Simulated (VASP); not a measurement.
Write the native input for VASP 6.6.1 that does the following.

- Task: single point
- Functional: PBE
- Potentials or basis: VASP PAW PBE potentials, release 64 (Hf_pv, O)
- Cutoff: 600 eV
- k mesh: 6 × 6 × 4
- Occupations: gaussian, width 0.01 eV
- Spin: no spin polarisation
- Dipole correction: no
- Further INCAR settings: ALGO = Normal; EDIFF = 1e-06; NBANDS = 31

The structure of HfO2 lies in POSCAR:

```
HfO2
1.0
    3.5580193300      0.0000000000      0.0000000000
    0.0000000000      3.5580193300      0.0000000000
    0.0000000000      0.0000000000      5.1718612100
Hf O
2 4
Direct
    0.5000000000      0.5000000000      0.5000000000
    1.0000000000      0.0000000000      1.0000000000
    1.0000000000      0.5000000000      0.6972078800
    0.5000000000      0.0000000000      0.3027921200
    0.5000000000      0.0000000000      0.8027921200
    1.0000000000      0.5000000000      1.1972078800
```

One way to write it, as run:

INCAR

```
PREC     = Accurate       # precision mode
ENCUT    = 600            # plane-wave cutoff, eV
EDIFF    = 1E-6           # SCF threshold, eV
ISMEAR   = 0              # smearing method
SIGMA    = 0.01           # smearing width, eV
LREAL    = F              # projectors in reciprocal space
LASPH    = T              # aspherical terms in the spheres
NELM     = 120            # most SCF steps
ALGO     = Normal         # electronic algorithm
ISIF     = 2              # what is computed and relaxed
LWAVE    = F              # write WAVECAR
LCHARG   = F              # write CHGCAR
GGA      = PE             # functional
NBANDS   = 31             # bands
GGA_COMPAT= F
```

KPOINTS

```
Automatic mesh
0
Gamma
  6 6 4
```

Potentials or basis: VASP PAW PBE potentials, release 64 (Hf_pv, O).

Launch:

```sh
$ cat potpaw_PBE.64/Hf_pv/POTCAR potpaw_PBE.64/O/POTCAR > POTCAR
$ mpirun -np 1 vasp_std > vasp.out
```

It gave:

* Pressure: 6.3 GPa
* Largest force: 0.098 eV/Å
* Band gap on the k mesh: 4.76 eV (least direct gap 4.84 eV)

Caveat: the cell stands under pressure; spin-orbit coupling is left out, which moves the levels of the heavy elements.

Run time: 97 s on 1 thread of Intel Xeon 8259CL (shared host), peak memory 0.21 GiB.
